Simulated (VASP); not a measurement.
Crystal: Hf.

```
Hf
1.0
     3.19670    0.00000    0.00000
    -1.59835    2.76842    0.00000
     0.00000    0.00000    5.05780
Hf
2
Direct
  0.66667 0.33333 0.75000
  0.33333 0.66667 0.25000
```

- Program: VASP 6.6.1
- Task: relaxation of cell and atoms
- Functional: PBEsol
- Dispersion: D4
- Potentials or basis: VASP PAW PBE potentials, release 64 (Hf_pv)
- Cutoff: 600 eV
- k mesh: 10 × 10 × 5
- Occupations: fermi-dirac, width 0.05 eV
- Spin: no spin polarisation

At the start: pressure -5.1 GPa; volume 22.38 Å³/atom.

**Question.** How do energy, volume and symmetry change on relaxing?

**Answer.** Over 4 steps the energy falls by 17.5 meV/atom and the volume is 21.32 Å³/atom (-4.7 %); space group P6_3/mmc (No. 194, to 0.05 Å).

The path:
```
step  energy change (eV)  largest force (eV/Å)  pressure (GPa)  volume (Å³)
   1              0.0000                0.0000           -5.13        44.76
   2              0.0176                0.0000            7.41        40.28
   3             -0.0350                0.0000           -0.06        42.68
   4             -0.0350                0.0000            0.05        42.64
```

Final structure:
```
Hf
1.0
     3.14715    0.00000    0.00000
    -1.57357    2.72551    0.00000
     0.00000    0.00000    4.97119
Hf
2
Direct
  0.66667 0.33333 0.75000
  0.33333 0.66667 0.25000
```

Caveat: the PAW data sets were made with another functional, which shifts forces and pressure a little; pairwise dispersion overbinds metals, which lowers pressure and volume.
